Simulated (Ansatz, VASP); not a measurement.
CdSe: VASP beside Ansatz

```xyz
2
Lattice="0.0000 2.9389 2.9389 2.9389 0.0000 2.9389 2.9389 2.9389 0.0000" Properties=species:S:1:pos:R:3 pbc="T T T"
Cd    0.0000    0.0000    0.0000
Se    4.4083    4.4083    4.4083
```

Alike in both runs: task single point; functional r2SCAN; k mesh 8 × 8 × 8; occupations gaussian, width 0.02 eV; no spin polarisation.

```csv
,VASP,Ansatz
version,VASP 6.6.1,Ansatz 0.2.0
potentials or method,"VASP PAW PBE potentials, release 64 (Cd, Se), cutoff 520 eV","scalar-relativistic, plane waves, PAW"
valence electrons in the cell,18,36
```

Ansatz gave:

| Quantity | Value |
| --- | --- |
| gap on the k mesh at the Fermi level (eV) | 1.32 |
| least direct gap on the mesh (eV) | 1.32 |
| pressure (GPa) | 8.8 |

Problem. Estimate VASP's values.

Solution. gap on the k mesh at the Fermi level (eV): 1.31; least direct gap on the mesh (eV): 1.31; pressure (GPa): 9.3.

VASP's potentials were made for PBE, not for r2SCAN. The functional is the same, so the differences come from potentials, cutoffs and numerics. VASP's potentials hold 18 valence electrons a cell and Ansatz's 36, so a difference there can come from the potentials and not from the codes.
